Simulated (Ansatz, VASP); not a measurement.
**One calculation of VRu, two programs**

INCAR

```
SYSTEM = VRu
ALGO = Normal
EDIFF = 1E-6
ENCUT = 500
GGA_COMPAT = .FALSE.
ISIF = 2
ISMEAR = 1
ISPIN = 2
LASPH = .TRUE.
LCHARG = .TRUE.
LELF = .TRUE.
LMAXMIX = 4
LORBIT = 11
LREAL = .FALSE.
LVHAR = .TRUE.
LWAVE = .FALSE.
MAGMOM = 1.5 0
NBANDS = 24
NELM = 200
PREC = Accurate
SIGMA = 0.1
```

File KPOINTS:

```
k-points
0
G
  3 3 3
  0 0 0
```

The input POSCAR:

```
VRu
1.0
    2.9900000000      0.0000000000      0.0000000000
    0.0000000000      2.9900000000      0.0000000000
    0.0000000000      0.0000000000      2.9900000000
V Ru
1 1
Direct
    0.5000000000      0.5000000000      0.5000000000
    0.0000000000      0.0000000000      0.0000000000
```

Input for Ansatz:

```yaml
crystal:
  lattice:
    bravais: cubic
    a: 2.99
  space_group: 221
  atoms:
    - { symbol: V, position: [0.5, 0.5, 0.5] }
    - { symbol: Ru, position: [0.0, 0.0, 0.0] }
accuracy: low
basis:
  ecutwfc: 544.22772491976
kpoints:
  mp_grid:
    grid: [3, 3, 3]
hamiltonian:
  xc: lda
magnetization:
  spin_polarized: true
  per_species:
    V: 1.5
scf:
  max_iter: 100
  algorithm: direct_min
  n_extra_bands: 16
  lower_state_search: "off"
  occupations:
    method: cold
    width: 0.1
output:
  stress: true
```

Alike in both runs: task single point; functional LDA; k mesh 3 × 3 × 3; collinear spin.

|  | VASP | Ansatz |
| --- | --- | --- |
| version | VASP 6.6.1 | Ansatz 0.2.0 |
| potentials or method | VASP PAW LDA potentials, release 64 (V_sv, Ru_pv), cutoff 500 eV | plane waves, PAW |
| occupations | methfessel-paxton of order 1, width 0.1 eV | cold, width 0.1 eV |
| valence electrons in the cell | 27 | 29 |

VASP gave:

| Item | Value |
| --- | --- |
| gap on the k mesh at the Fermi level (eV) | none |
| pressure (GPa) | -10.3 |
| net moment per atom (μB) | 0.29 |
| size of the moment on the site where the two differ most (μB) | 0.58 |

Estimate Ansatz's values.

gap on the k mesh at the Fermi level (eV): none; pressure (GPa): -11.1; net moment per atom (μB): 0.28; size of the moment on the site where the two differ most (μB): 0.54.

LDA's correlation is that of Perdew and Zunger in VASP and of Perdew and Wang (1992) in Ansatz. Site moments also hang on the region over which each program counts them. A gap of «none» marks a metal or a gap that the smearing closes. VASP's potentials hold 27 valence electrons a cell and Ansatz's 29, so a difference there can come from the potentials and not from the codes. Ansatz's warnings: stability check not made.

The k mesh is coarse, so the values compare programs but aren't converged.
